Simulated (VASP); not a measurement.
Input of a VASP 6.6.1 run:

The input INCAR:

```
SYSTEM = SiC
ALGO     = Normal         ! electronic algorithm
EDIFF    = 1E-7           ! SCF threshold, eV
ENCUT    = 520            ! plane-wave cutoff, eV
GGA      = PS             ! functional
ISIF     = 2              ! what is computed and relaxed
ISMEAR   = -1             ! smearing method
LASPH    = .True.         ! aspherical terms in the spheres
LCHARG   = .True.         ! write CHGCAR
LELF     = .True.         ! ELF
LREAL    = .False.        ! projectors in reciprocal space
LVHAR    = .True.       
LWAVE    = .False.        ! write WAVECAR
NBANDS   = 11             ! bands
NELM     = 100            ! most SCF steps
PREC     = Accurate       ! precision mode
SIGMA    = 0.08           ! smearing width, eV
```

The input KPOINTS:

```
k-points
0
Gamma
  17 17 17
  0 0 0
```

The input POSCAR:

```
SiC
1.0
    0.0000000000      1.8078014922      1.8078014922
    1.8078014922      0.0000000000      1.8078014922
    1.8078014922      1.8078014922      0.0000000000
Si C
1 1
Direct
    0.0000000000      0.0000000000      0.0000000000
    0.5000000000      0.5000000000      0.5000000000
```

Potentials or basis: VASP PAW PBE potentials, release 64 (Si, C).

Launch:

```bash
$ cat potpaw_PBE.64/Si/POTCAR potpaw_PBE.64/C/POTCAR > POTCAR
$ mpirun -np 1 vasp_std > vasp.out
```

Task: Estimate the band gap on the k mesh.

Result: 0.62 eV, indirect (least direct gap 6.41 eV).

Task: Predict the pressure.

Result: 172.6 GPa.

Caveat: the PAW data sets were made with another functional, which shifts forces and pressure a little. A k mesh can miss the band edges.
